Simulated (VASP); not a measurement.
# Cs3Sc2 (P4/mmm) in VASP: single point with PBE

Aim: the single point of Cs3Sc2 with PBE.

Everything below comes from runs of VASP 6.6.1. Logs are shortened: lines on timing, memory, paths and dates and some standing lists are left out, and cuts for length are marked.

## 1. The cell of the first run

The structure is tetragonal, space group P4/mmm (No. 123). Conventional cell: a = 4.309 Å, b = 4.309 Å, c = 16.752 Å, α = 90.00°, β = 90.00°, γ = 90.00°. Cs (site symmetry 4/mmm) has 12 Cs at 4.31 to 5.61 Å within 5.7 Å. Within 4.8 Å of Cs (site symmetry 4mm) lie 5 Sc at 3.66 to 4.77 Å and 4 Cs at 4.31 Å. Within 4.0 Å of Sc (site symmetry 4/mmm) lie 4 Sc at 3.05 Å. Within 4.0 Å of Sc (site symmetry 4/mmm) lie 4 Sc at 3.05 Å and 2 Cs at 3.66 Å.

## 2. Single point, PBE

INCAR

```
SYSTEM = Cs3Sc2
  PREC = Accurate
  ENCUT = 520
  EDIFF = 1E-6
  ISMEAR = 0
  SIGMA = 0.1
  LREAL = .False.
  LASPH = .True.
  NELM = 80
  ALGO = Fast
  ISIF = 2
  LWAVE = .False.
  LCHARG = .False.
  GGA = PE
  NBANDS = 32
```

KPOINTS

```
regular mesh
0
Gamma
  8 8 2
  0 0 0
```

POSCAR

```
Cs3Sc2
1.0
    4.3086690232      0.0000000000      0.0000000000
    0.0000000000      4.3086690232      0.0000000000
    0.0000000000      0.0000000000     16.7520004219
Cs Sc
3 2
Direct
    0.5000000000      0.5000000000      0.5000000000
    0.0000000000      0.0000000000      0.7812545565
    0.0000000000      0.0000000000      0.2187454435
    0.5000000000      0.5000000000      0.0000000000
    0.0000000000      0.0000000000      0.0000000000
```

Potentials or basis: VASP PAW PBE potentials, release 64 (Cs_sv, Sc_sv).

On the command line:

```console
$ cat potpaw_PBE.64/Cs_sv/POTCAR potpaw_PBE.64/Sc_sv/POTCAR > POTCAR
$ mpirun -np 1 vasp_std > vasp.out
```

OUTCAR:

```text
SYSTEM = Cs3Sc2
   PREC = Accurate
   ENCUT = 520
   EDIFF = 1E-6
   ISMEAR = 0
   LREAL = .False.
   LASPH = .True.
   NELM = 80
   ISIF = 2
   GGA = PE

 ion  position               nearest neighbor table
   1  0.500  0.500  0.500-
   2  0.000  0.000  0.781-
   3  0.000  0.000  0.219-
   4  0.500  0.500  0.000-   5 3.05   5 3.05   5 3.05   5 3.05
   5  0.000  0.000  0.000-   4 3.05   4 3.05   4 3.05   4 3.05

  LATTYP: Found a simple tetragonal cell.
 ALAT       =     4.3086690232
 C/A-ratio  =     3.8879756908

  Lattice vectors:

 A1 = (   4.3086690232,   0.0000000000,   0.0000000000)
 A2 = (   0.0000000000,   4.3086690232,   0.0000000000)
 A3 = (   0.0000000000,   0.0000000000,  16.7520004219)

Analysis of symmetry for initial positions (statically):
=====================================================================
 Subroutine PRICEL returns:
 Original cell was already a primitive cell.

 Routine SETGRP: Setting up the symmetry group for a
 simple tetragonal supercell.

 Subroutine GETGRP returns: Found 16 space group operations
 (whereof 16 operations were pure point group operations)
 out of a pool of 16 trial point group operations.

The static configuration has the point symmetry D_4h.

Analysis of symmetry for dynamics (positions and initial velocities):
=====================================================================
 Subroutine PRICEL returns:
 Original cell was already a primitive cell.

 Routine SETGRP: Setting up the symmetry group for a
 simple tetragonal supercell.

 Subroutine GETGRP returns: Found 16 space group operations
 (whereof 16 operations were pure point group operations)
 out of a pool of 16 trial point group operations.

The dynamic configuration has the point symmetry D_4h.

 Subroutine INISYM returns: Found 16 space group operations
 (whereof 16 operations are pure point group operations),
 and found     1 'primitive' translations

----------------------------------------------------------------------------------------

                                     Primitive cell

  volume of cell :     310.9947

  direct lattice vectors                    reciprocal lattice vectors
[... 89 lines left out ...]
   LSORBIT =      F    spin-orbit coupling
   LASPH  =      T    aspherical Exc in radial PAW
   ENCUT  =  520.0 eV  38.22 Ry    6.18 a.u.   8.01  8.01 31.15*2*pi/ulx,y,z
   NELM   =     80;   NELMIN=  2; NELMDL= -5     # of ELM steps
   EDIFF  = 0.1E-05   stopping-criterion for ELM
   LREAL  =      F    real-space projection
   EDIFFG = 0.1E-04   stopping-criterion for IOM
   NSW    =      0    number of steps for IOM
   IBRION =     -1    ionic relax: 0-MD 1-quasi-New 2-CG
   NFREE  =      0    steps in history (QN), initial steepest desc. (CG)
   ISIF   =      2    stress and relaxation
   ISYM   =      2    0-nonsym 1-usesym 2-fastsym
   POTIM  = 0.5000    time-step for ionic-motion
   TEBEG  =    0.0;   TEEND  =   0.0 temperature during run
   PSTRESS=    0.0 pullay stress
   NELECT =      49.0000    total number of electrons
   NUPDOWN=      -1.0000    fix difference up-down
   EMIN   =  10.00;   EMAX   =-10.00  energy-range for DOS
   EFERMI =   0.00;   METHOD = LEGACY
   ISMEAR =     0;   SIGMA  =   0.10  broadening in eV -4-tet -1-fermi 0-gaus
   EFERMI_NEDOS =   21; number of points for ismear=-14 and -15
   IALGO  =     68    algorithm
   IMIX   =      4    mixing-type and parameters
     AMIX     =   0.40;   BMIX     =  1.00
     AMIX_MAG =   1.60;   BMIX_MAG =  1.00
  volume/ion in A,a.u.               =      62.20       419.74
  Fermi-wavevector in a.u.,A,eV,Ry     =   0.884211  1.670916 10.637429  0.781829
  Thomas-Fermi vector in A             =   2.005081
   LORBIT       =      0    0 simple, 1 ext, 2 COOP (PROOUT), +10 PAW based schemes
   GGA     = PE    functional components
   LHFCALC =     F    Hartree Fock is set to
   AEXX    =    0.0000 exact exchange contribution
   IVDW    =     0    specifies the selected vdW correction
   LEPSILON=     F    determine dielectric tensor
   LRPA    =     F    only Hartree local field effects (RPA)
 non-spin polarized calculation
 RMM-DIIS sequential band-by-band and
 Gauss-broadening in eV      SIGMA  =   0.10
  energy-cutoff  :      520.00
  volume of cell :      310.99
 maximum number of plane-waves:      8472
   NGX = 17   NGY = 17   NGZ = 63

 number of electron      49.0000016 magnetization

 Free energy of the ion-electron system (eV)
  ---------------------------------------------------
  ext. energy  EPLUGINS =         0.00000000
  ---------------------------------------------------
  free energy    TOTEN  =       -12.41409511 eV

  energy without entropy =      -12.38610387  energy(sigma->0) =      -12.40009949

 E-fermi :   1.5171     XC(G=0):  -6.8095

 val. band max:        1.5093894569   @ k =   0.5000   0.5000   0.0000
 cond. band min:       1.5426973805   @ k =   0.2500   0.2500   0.5000
 fundamental gap:      0.0333079236
 Fermi energy:         1.5170672080

 k-point     1 :       0.0000    0.0000    0.0000
  band No.  band energies     occupation
      1     -48.5523      2.00000
      2     -48.4063      2.00000
      3     -27.2693      2.00000
      4     -27.2331      2.00000
      5     -27.2331      2.00000
      6     -27.1484      2.00000
[... 829 lines left out ...]
     31       2.6477      0.00000
     32       3.0488      0.00000

 [... further k-points ...]

------------------------ aborting loop because EDIFF is reached ----------------------------------------

  FORCE on cell =-STRESS in cart. coord.  units (eV):
  Direction    XX          YY          ZZ          XY          YZ          ZX
  --------------------------------------------------------------------------------------
  -------------------------------------------------------------------------------------
  Total       -0.0156509     -0.0156509     -0.0247870      0.0000000      0.0000000      0.0000000
  in kB       -0.0806300     -0.0806300     -0.1276973      0.0000000      0.0000000      0.0000000
  external PRESSURE =      -0.0963191 kB  Pullay stress =       0.0000000 kB

 VOLUME and BASIS-vectors are now :
 -----------------------------------------------------------------------------
  energy-cutoff  :      520.00
  volume of cell :      310.99
      direct lattice vectors                 reciprocal lattice vectors
     4.308669023  0.000000000  0.000000000     0.232090234  0.000000000  0.000000000
     0.000000000  4.308669023  0.000000000     0.000000000  0.232090234  0.000000000
     0.000000000  0.000000000 16.752000422     0.000000000  0.000000000  0.059694363

 POSITION                                       TOTAL-FORCE (eV/Angst)
 -----------------------------------------------------------------------------------
      2.15433      2.15433      8.37600         0.000000     -0.000000      0.000000
      0.00000      0.00000     13.08758         0.000000     -0.000000     -0.005538
      0.00000      0.00000      3.66442         0.000000      0.000000      0.005538
      2.15433      2.15433      0.00000         0.000000     -0.000000      0.000000
      0.00000      0.00000      0.00000         0.000000     -0.000000      0.000000
 -----------------------------------------------------------------------------------
    total drift:                                0.000000     -0.000000     -0.000000

  FREE ENERGIE OF THE ION-ELECTRON SYSTEM (eV)
  ---------------------------------------------------
  free  energy   TOTEN  =       -12.4140951109 eV

  energy  without entropy=      -12.3861038693  energy(sigma->0) =      -12.40009949
```

Run time: 10 min. Hardware: 1 thread of Intel Xeon Platinum 8259CL at 2.50GHz (Skylake/Cascade Lake), shared host; peak memory 0.54 GiB.

Results:

* Free energy: -12.4141 eV
* Pressure: 0.0 GPa
* Largest force: 0.006 eV/Å
* Band gap on the k mesh: zero (an odd number of electrons rules out a gap without spin polarisation)

Forces on the atoms (eV/Å):
```
Cs   0.000  0.000  0.000
Cs   0.000  0.000 -0.006
Cs   0.000  0.000  0.006
Sc   0.000  0.000  0.000
Sc   0.000  0.000  0.000
```

Levels at points of the mesh, in eV from the Fermi level:
| k point | band 20 | band 21 | band 22 | band 23 | band 24 | band 25 | band 26 | band 27 | band 28 | band 29 |
| --- | --- | --- | --- | --- | --- | --- | --- | --- | --- | --- |
| (0.00, 0.00, 0.00) | -10.09 | -3.55 | -1.66 | -1.27 | -1.04 | -0.45 | -0.21 | 0.42 | 0.57 | 0.63 |
| (0.50, 0.00, 0.00) | -10.04 | -1.56 | -1.47 | -0.24 | -0.15 | 0.15 | 0.52 | 0.62 | 0.91 | 1.02 |
| (0.50, 0.50, 0.00) | -10.19 | -0.66 | -0.60 | -0.44 | -0.44 | -0.01 | 0.33 | 0.34 | 0.34 | 0.40 |
| (0.00, 0.00, 0.50) | -10.09 | -3.55 | -1.77 | -1.04 | -0.87 | -0.79 | -0.21 | 0.46 | 0.63 | 0.63 |
| (0.50, 0.00, 0.50) | -10.04 | -1.55 | -1.47 | -0.29 | -0.07 | 0.24 | 0.25 | 0.86 | 1.02 | 1.08 |
| (0.50, 0.50, 0.50) | -10.19 | -0.66 | -0.59 | -0.44 | -0.44 | -0.01 | 0.32 | 0.32 | 0.34 | 0.37 |

Caveat: spin-orbit coupling is left out, which moves the levels of the heavy elements.
